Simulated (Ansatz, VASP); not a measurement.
**One calculation of B, two programs**

```
CELL_PARAMETERS angstrom
0.00000 1.44791 1.44791
1.44791 0.00000 1.44791
1.44791 1.44791 0.00000
ATOMIC_POSITIONS crystal
B 0.00000 0.00000 0.00000
```

Alike in both runs: task single point; functional BLYP; k mesh 21 × 21 × 21; occupations fermi-dirac, width 0.1 eV; no spin polarisation.

|  | VASP | Ansatz |
| --- | --- | --- |
| version | VASP 6.6.1 | Ansatz 0.2.0 |
| potentials or method | VASP PAW PBE potentials, release 64 (B), cutoff 520 eV | plane waves (420 eV) with PAW, scalar-relativistic |
| valence electrons in the cell | 3 | 3 |

Ansatz gave:

| Item | Value |
| --- | --- |
| pressure (GPa) | -0.1 |

Question: Estimate VASP's values.

Answer: Pressure (GPa): 0.1.

VASP's potentials were made for PBE, not for BLYP. With one functional, cell and mesh, what is left measures potentials, basis and numerics.
